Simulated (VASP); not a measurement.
# NaH (P6_3/mmc) in VASP: single point with HSE06

Aim: the single point of NaH with HSE06.

Program: VASP 6.6.1. These are calculated values, not measurements. Logs are shortened: lines on timing, memory, paths and dates and some standing lists are left out, and cuts for length are marked.

## 1. The cell of the first run

Symmetry: P6_3/mmc, No. 194, hexagonal system. Conventional cell: a = 3.953 Å, b = 3.953 Å, c = 4.828 Å, α = 90.00°, β = 90.00°, γ = 120.00°. Na (site symmetry -6m2) has 5 H at 2.28 to 2.41 Å within 3.0 Å. Within 3.0 Å of H (site symmetry -6m2) lie 5 Na at 2.28 to 2.41 Å.

## 2. Single point, HSE06

The input, POSCAR:

```
NaH
1.0
    3.9532815480      0.0000000000      0.0000000000
   -1.9766407740      3.4236422489      0.0000000000
    0.0000000000      0.0000000000      4.8282923038
Na H
2 2
Direct
    0.3333333333      0.6666666667     -0.0624996820
    0.6666666667      0.3333333333      0.4375003180
    0.3333333333      0.6666666667      0.4374996820
    0.6666666667      0.3333333333      0.9374996820
```

The input, INCAR.step1:

```
SYSTEM = NaH
  PREC = Accurate
  ENCUT = 520
  EDIFF = 1E-5
  ISMEAR = 0
  SIGMA = 0.01
  LREAL = .False.
  LASPH = .True.
  NELM = 100
  ALGO = Normal
  ISIF = 2
  LWAVE = .True.
  LCHARG = .False.
  GGA = PE
  ISYM = 0
  NBANDS = 16
```

The input, INCAR.step2:

```
SYSTEM = NaH
  PREC = Accurate
  ENCUT = 520
  EDIFF = 1E-6
  ISMEAR = 0
  SIGMA = 0.01
  LREAL = .False.
  LASPH = .True.
  NELM = 100
  ALGO = Normal
  ISIF = 2
  LWAVE = .False.
  LCHARG = .False.
  GGA = PE
  LHFCALC = .True.
  HFSCREEN = 0.2079
  PRECFOCK = Normal
  ISTART = 1
  ISYM = 0
  NBANDS = 16
```

The input, KPOINTS:

```
Automatic mesh
0
Gamma
  6 6 2
  0 0 0
```

Potentials or basis: VASP PAW PBE potentials, release 64 (Na_pv, H).

Command:

```sh
cat potpaw_PBE.64/Na_pv/POTCAR potpaw_PBE.64/H/POTCAR > POTCAR
cp INCAR.step1 INCAR
mpirun -np 1 vasp_std > vasp.out
cp INCAR.step2 INCAR
mpirun -np 1 vasp_std > vasp.out
```

OUTCAR:

```text
SYSTEM = NaH
   PREC = Accurate
   ENCUT = 520
   EDIFF = 1E-6
   ISMEAR = 0
   LREAL = .False.
   LASPH = .True.
   NELM = 100
   ISIF = 2
   GGA = PE
   LHFCALC = .True.
   HFSCREEN = 0.2079
   PRECFOCK = Normal
   ISTART = 1
   ISYM = 0

 ion  position               nearest neighbor table
   1  0.333  0.667  0.938-
   2  0.667  0.333  0.438-
   3  0.333  0.667  0.437-
   4  0.667  0.333  0.937-

IMPORTANT INFORMATION: All symmetrisations will be switched off!
NOSYMM: (Re-)initialisation of all symmetry stuff for point group C_1.

----------------------------------------------------------------------------------------

                                     Primitive cell

  volume of cell :      65.3491

  direct lattice vectors                    reciprocal lattice vectors
     3.953281548  0.000000000  0.000000000     0.252954410  0.146043296  0.000000000
    -1.976640774  3.423642249  0.000000000     0.000000000  0.292086593  0.000000000
     0.000000000  0.000000000  4.828292304     0.000000000  0.000000000  0.207112564

  length of vectors
     3.953281548  3.953281548  4.828292304     0.292086593  0.292086593  0.207112564

  position of ions in fractional coordinates (direct lattice)
     0.333333333  0.666666667  0.937500318
     0.666666667  0.333333333  0.437500318
     0.333333333  0.666666667  0.437499682
     0.666666667  0.333333333  0.937499682

  ion indices of the primitive-cell ions
   primitive index   ion index
                 1           1
                 2           2
                 3           3
                 4           4

----------------------------------------------------------------------------------------

 KPOINTS: Automatic mesh

Automatic generation of k-mesh.
 Grid dimensions read from file:
 generate k-points for:    6    6    2

 Generating k-lattice:

  Cartesian coordinates                     Fractional coordinates (reciprocal lattice)
     0.042159068  0.024340549  0.000000000     0.166666667 -0.000000000  0.000000000
     0.000000000  0.048681099  0.000000000     0.000000000  0.166666667  0.000000000
     0.000000000  0.000000000  0.103556282     0.000000000  0.000000000  0.500000000

  Length of vectors
     0.048681099  0.048681099  0.103556282

  Shift w.r.t. Gamma in fractional coordinates (k-lattice)
     0.000000000  0.000000000  0.000000000

 Subroutine IBZKPT returns following result:
 ===========================================

 Found     40 irreducible k-points:

 Following reciprocal coordinates:
            Coordinates               Weight
  0.000000  0.000000  0.000000      1.000000
  0.166667  0.000000  0.000000      2.000000
  0.000000  0.166667  0.000000      2.000000
 -0.166667  0.166667  0.000000      2.000000
  0.333333 -0.000000  0.000000      2.000000
  0.000000  0.333333  0.000000      2.000000
[... 16 lines left out ...]
  0.000000  0.166667  0.500000      2.000000
 -0.166667  0.166667  0.500000      2.000000
 [... further k-points ...]
   k-points           NKPTS =     40   k-points in BZ     NKDIM =     72   number of bands    NBANDS=     16
   number of dos      NEDOS =    301   number of ions     NIONS =      4
   total plane-waves  NPLWV =  32400
   dimension x,y,z NGX =    30 NGY =   30 NGZ =   36
   dimension x,y,z NGXF=    60 NGYF=   60 NGZF=   72
   ions per type =               2   2
   NGX,Y,Z   is equivalent  to a cutoff of  12.62, 12.62, 12.40 a.u.
   NGXF,Y,Z  is equivalent  to a cutoff of  25.23, 25.23, 24.79 a.u.
 SYSTEM =  NaH
   PREC   = accura    normal or accurate (medium, high low for compatibility)
   ISTART =      1    job   : 0-new  1-cont  2-samecut
   ICHARG =      0    charge: 1-file 2-atom 10-const
   ISPIN  =      1    spin polarized calculation?
   LNONCOLLINEAR =      F non collinear calculations
   LSORBIT =      F    spin-orbit coupling
   LASPH  =      T    aspherical Exc in radial PAW
   ENCUT  =  520.0 eV  38.22 Ry    6.18 a.u.   7.35  7.35  8.98*2*pi/ulx,y,z
   NELM   =    100;   NELMIN=  2; NELMDL=  0     # of ELM steps
   EDIFF  = 0.1E-05   stopping-criterion for ELM
   LREAL  =      F    real-space projection
   EDIFFG = 0.1E-04   stopping-criterion for IOM
   NSW    =      0    number of steps for IOM
   IBRION =     -1    ionic relax: 0-MD 1-quasi-New 2-CG
   NFREE  =      0    steps in history (QN), initial steepest desc. (CG)
   ISIF   =      2    stress and relaxation
   ISYM   =      0    0-nonsym 1-usesym 2-fastsym
   POTIM  = 0.5000    time-step for ionic-motion
   TEBEG  =    0.0;   TEEND  =   0.0 temperature during run
   PSTRESS=    0.0 pullay stress
   NELECT =      16.0000    total number of electrons
   NUPDOWN=      -1.0000    fix difference up-down
   EMIN   =  10.00;   EMAX   =-10.00  energy-range for DOS
   EFERMI =   0.00;   METHOD = LEGACY
   ISMEAR =     0;   SIGMA  =   0.01  broadening in eV -4-tet -1-fermi 0-gaus
   EFERMI_NEDOS =   21; number of points for ismear=-14 and -15
   IALGO  =     38    algorithm
   IMIX   =      1    mixing-type and parameters
     AMIX     =   0.40;   BMIX     =  1.00
     AMIX_MAG =   1.60;   BMIX_MAG =  1.00
  volume/ion in A,a.u.               =      16.34       110.25
  Fermi-wavevector in a.u.,A,eV,Ry     =   1.024161  1.935384 14.271231  1.048906
  Thomas-Fermi vector in A             =   2.157933
   LORBIT       =      0    0 simple, 1 ext, 2 COOP (PROOUT), +10 PAW based schemes
   GGA     = PE    functional components
   LHFCALC =     T    Hartree Fock is set to
   PRECFOCK=normal    Normal, Fast or Accurate (Low or Medium for compatibility)
   ENCUT4O =  -1.0   cutoff for four orbital integrals eV
   NKREDX  =     1    reduce k-point grid by
   NKREDY  =     1    reduce k-point grid by
   NKREDZ  =     1    reduce k-point grid by
   AEXX    =    0.2500 exact exchange contribution
   HFSCREEN=    0.2079 screening length (either q_TF or 0.3 A-1)
   HFSCREENC=   0.2079 screening length for correlation (either q_TF or 0.3 A-1)
   ENCUTFOCK=  -1.0 apply spherical cutoff to Coloumb kernel
   IVDW    =     0    specifies the selected vdW correction
   LEPSILON=     F    determine dielectric tensor
   LRPA    =     F    only Hartree local field effects (RPA)
 non-spin polarized calculation
 Gauss-broadening in eV      SIGMA  =   0.01
  energy-cutoff  :      520.00
  volume of cell :       65.35
 maximum number of plane-waves:      1794
 NGX is ok and might be reduce to    30
  NGX = 24; NGY = 24; NGZ = 28

 number of electron      16.0000024 magnetization

 Free energy of the ion-electron system (eV)
  ---------------------------------------------------
  ext. energy  EPLUGINS =         0.00000000
  ---------------------------------------------------
  free energy    TOTEN  =       -11.41660505 eV

  energy without entropy =      -11.41660505  energy(sigma->0) =      -11.41660505

 E-fermi :  -2.0184     XC(G=0):  -5.9807

 val. band max:       -2.1465084757   @ k =  -0.1667   0.1667   0.0000
 cond. band min:       2.1183893225   @ k =   0.3333   0.3333   0.0000
 fundamental gap:      4.2648977982
 Fermi energy:        -2.0184183118

 k-point     1 :       0.0000    0.0000    0.0000
  band No.  band energies     occupation
      1     -26.7391      2.00000
      2     -26.7037      2.00000
      3     -26.7037      2.00000
      4     -26.6778      2.00000
      5     -26.6778      2.00000
      6     -26.6592      2.00000
[... 8 lines left out ...]
     15       9.8398      0.00000
     16      14.7211      0.00000

 k-point     2 :       0.1667    0.0000    0.0000
  band No.  band energies     occupation
      1     -26.7339      2.00000
      2     -26.7074      2.00000
      3     -26.7062      2.00000
      4     -26.6832      2.00000
      5     -26.6771      2.00000
      6     -26.6635      2.00000
[... 8 lines left out ...]
     15      11.9383      0.00000
     16      12.5969      0.00000

 k-point     3 :       0.0000    0.1667    0.0000
  band No.  band energies     occupation
      1     -26.7339      2.00000
      2     -26.7074      2.00000
      3     -26.7062      2.00000
      4     -26.6832      2.00000
      5     -26.6771      2.00000
      6     -26.6635      2.00000
[... 8 lines left out ...]
     15      11.9383      0.00000
     16      12.5969      0.00000

 k-point     4 :      -0.1667    0.1667    0.0000
  band No.  band energies     occupation
      1     -26.7339      2.00000
      2     -26.7074      2.00000
      3     -26.7062      2.00000
      4     -26.6832      2.00000
      5     -26.6771      2.00000
      6     -26.6635      2.00000
[... 8 lines left out ...]
     15      11.9383      0.00000
     16      12.5969      0.00000

 k-point     5 :       0.3333   -0.0000    0.0000
  band No.  band energies     occupation
      1     -26.7207      2.00000
      2     -26.7152      2.00000
      3     -26.7108      2.00000
      4     -26.6935      2.00000
      5     -26.6761      2.00000
      6     -26.6748      2.00000
[... 8 lines left out ...]
     15      11.3595      0.00000
     16      12.5700      0.00000

 k-point     6 :       0.0000    0.3333    0.0000
  band No.  band energies     occupation
      1     -26.7207      2.00000
      2     -26.7152      2.00000
      3     -26.7108      2.00000
      4     -26.6935      2.00000
      5     -26.6761      2.00000
      6     -26.6748      2.00000
[... 8 lines left out ...]
     15      11.3595      0.00000
     16      12.5700      0.00000

 k-point     7 :      -0.3333    0.3333    0.0000
  band No.  band energies     occupation
      1     -26.7207      2.00000
      2     -26.7152      2.00000
      3     -26.7108      2.00000
      4     -26.6935      2.00000
      5     -26.6761      2.00000
      6     -26.6748      2.00000
[... 8 lines left out ...]
     15      11.3595      0.00000
     16      12.5700      0.00000

 k-point     8 :       0.5000    0.0000    0.0000
  band No.  band energies     occupation
      1     -26.7193      2.00000
      2     -26.7130      2.00000
      3     -26.7105      2.00000
      4     -26.6984      2.00000
      5     -26.6841      2.00000
      6     -26.6758      2.00000
[... 8 lines left out ...]
     15      11.0831      0.00000
     16      12.2236      0.00000

 k-point     9 :       0.0000    0.5000    0.0000
  band No.  band energies     occupation
      1     -26.7193      2.00000
      2     -26.7130      2.00000
      3     -26.7105      2.00000
      4     -26.6984      2.00000
      5     -26.6841      2.00000
      6     -26.6758      2.00000
[... 8 lines left out ...]
     15      11.0831      0.00000
     16      12.2236      0.00000
[... 172 lines left out ...]
 k-point    19 :       0.5000   -0.1667    0.0000
  band No.  band energies     occupation
      1     -26.7198      2.00000
      2     -26.7110      2.00000
      3     -26.7105      2.00000
      4     -26.6983      2.00000
      5     -26.6841      2.00000
      6     -26.6774      2.00000
[... 8 lines left out ...]
     15      10.1060      0.00000
     16      11.6488      0.00000

 k-point    20 :       0.3333    0.3333    0.0000
  band No.  band energies     occupation
      1     -26.7226      2.00000
      2     -26.7052      2.00000
      3     -26.7052      2.00000
      4     -26.6970      2.00000
      5     -26.6970      2.00000
      6     -26.6787      2.00000
[... 8 lines left out ...]
     15       8.4548      0.00000
     16      13.7520      0.00000

 k-point    21 :       0.0000    0.0000    0.5000
  band No.  band energies     occupation
      1     -26.7025      2.00000
      2     -26.7025      2.00000
      3     -26.6907      2.00000
      4     -26.6907      2.00000
      5     -26.6907      2.00000
      6     -26.6907      2.00000
[... 8 lines left out ...]
     15      11.5991      0.00000
     16      11.5991      0.00000

 k-point    22 :       0.1667    0.0000    0.5000
  band No.  band energies     occupation
      1     -26.7161      2.00000
      2     -26.7161      2.00000
      3     -26.6916      2.00000
      4     -26.6916      2.00000
      5     -26.6810      2.00000
      6     -26.6810      2.00000
[... 8 lines left out ...]
     15      11.5917      0.00000
     16      11.5917      0.00000

 k-point    23 :       0.0000    0.1667    0.5000
  band No.  band energies     occupation
      1     -26.7161      2.00000
      2     -26.7161      2.00000
      3     -26.6916      2.00000
      4     -26.6916      2.00000
      5     -26.6810      2.00000
      6     -26.6810      2.00000
[... 8 lines left out ...]
     15      11.5917      0.00000
     16      11.5917      0.00000

 k-point    24 :      -0.1667    0.1667    0.5000
  band No.  band energies     occupation
      1     -26.7162      2.00000
      2     -26.7162      2.00000
      3     -26.6916      2.00000
      4     -26.6916      2.00000
      5     -26.6810      2.00000
      6     -26.6810      2.00000
[... 8 lines left out ...]
     15      11.5917      0.00000
     16      11.5917      0.00000

 [... further k-points ...]

------------------------ aborting loop because EDIFF is reached ----------------------------------------

  FORCE on cell =-STRESS in cart. coord.  units (eV):
  Direction    XX          YY          ZZ          XY          YZ          ZX
  --------------------------------------------------------------------------------------
  -------------------------------------------------------------------------------------
  Total        0.0639805      0.0639140     -0.0093427     -0.0000576      0.0000000     -0.0000000
  in kB        1.5686228      1.5669923     -0.2290561     -0.0014127      0.0000004     -0.0000002
  external PRESSURE =       0.9688530 kB  Pullay stress =       0.0000000 kB

 VOLUME and BASIS-vectors are now :
 -----------------------------------------------------------------------------
  energy-cutoff  :      520.00
  volume of cell :       65.35
      direct lattice vectors                 reciprocal lattice vectors
     3.953281548  0.000000000  0.000000000     0.252954410  0.146043296  0.000000000
    -1.976640774  3.423642249  0.000000000     0.000000000  0.292086593  0.000000000
     0.000000000  0.000000000  4.828292304     0.000000000  0.000000000  0.207112564

 POSITION                                       TOTAL-FORCE (eV/Angst)
 -----------------------------------------------------------------------------------
     -0.00000      2.28243      4.52653         0.000001     -0.000000      0.000009
      1.97664      1.14121      2.11238        -0.000001      0.000000      0.000009
     -0.00000      2.28243      2.11238         0.000001     -0.000001     -0.000009
      1.97664      1.14121      4.52652        -0.000001      0.000001     -0.000009
 -----------------------------------------------------------------------------------
    total drift:                                0.000000     -0.000000      0.000037

  FREE ENERGIE OF THE ION-ELECTRON SYSTEM (eV)
  ---------------------------------------------------
  free  energy   TOTEN  =       -11.4166050549 eV

  energy  without entropy=      -11.4166050549  energy(sigma->0) =      -11.41660505
```

Run time: 35 min. Hardware: 1 thread of Intel Xeon 8259CL, shared host; peak memory 0.32 GiB.

Results:

```
Free energy            : -11.4166 eV
Pressure               : 0.1 GPa
Band gap on the k mesh : 4.26 eV (least direct gap 5.25 eV)
```

Caveat: the k points lie up to 0.65 Å⁻¹ apart; the structure was generated, so it needn't be the stable form of NaH; the PAW data sets were made with another functional, which shifts forces and pressure a little.
